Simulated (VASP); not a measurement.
Here is a VASP 6.6.1 calculation.

File INCAR:

```
ALGO = Normal
EDIFF = 1E-7
ENCUT = 520
ISIF = 2
ISMEAR = -1
LASPH = True
LCHARG = True
LELF = True
LREAL = False
LVHAR = True
LWAVE = False
NBANDS = 9
NELM = 100
PREC = Accurate
SIGMA = 0.08
```

File KPOINTS:

```
k-points
0
Gamma
  16 16 16
```

File POSCAR:

```
S
1.0
    1.9361977199      0.0000000000      0.0000000000
    0.0000000000      1.9361977199      0.0000000000
    0.0000000000      0.0000000000      1.9361977199
S
1
Direct
    0.0000000000      0.0000000000      0.0000000000
```

Potentials or basis: VASP PAW LDA potentials, release 64 (S).

Run with:

```console
$ cat potpaw_LDA.64/S/POTCAR > POTCAR
$ mpirun -np 1 vasp_std > vasp.out
```

(1) Estimate the pressure.

(2) Estimate the band gap on the k mesh.

Answers

(1) 256.4 GPa.

(2) zero (band 3 reaches 31.57 eV, above the bottom of band 4 at 18.00 eV).
